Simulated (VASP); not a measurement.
Input of a VASP 6.6.1 run:

INCAR

```
PREC     = Accurate       # precision mode
ENCUT    = 500            # plane-wave cutoff, eV
EDIFF    = 1E-6           # SCF threshold, eV
ISMEAR   = -1             # smearing method
SIGMA    = 0.05           # smearing width, eV
LREAL    = F              # projectors in reciprocal space
LASPH    = T              # aspherical terms in the spheres
NELM     = 120            # most SCF steps
ALGO     = Normal         # electronic algorithm
ISIF     = 2              # what is computed and relaxed
LWAVE    = F              # write WAVECAR
LCHARG   = F              # write CHGCAR
NBANDS   = 10             # bands
GGA_COMPAT= F
```

File KPOINTS:

```
Automatic mesh
0
Gamma
  9 9 9
  0.5 0.5 0.5
```

The input POSCAR:

```
K
1.0
    3.0290301768      0.0000000000      0.0000000000
    0.0000000000      3.0290301768      0.0000000000
    0.0000000000      0.0000000000      3.0290301768
K
1
Direct
    0.0000000000      0.0000000000      0.0000000000
```

Potentials or basis: VASP PAW LDA potentials, release 64 (K_sv).

The run is started by

```bash
$ cat potpaw_LDA.64/K_sv/POTCAR > POTCAR
$ mpirun -np 1 vasp_std > vasp.out
```

**Question.** Estimate the pressure.

**Answer.** 12.7 GPa.
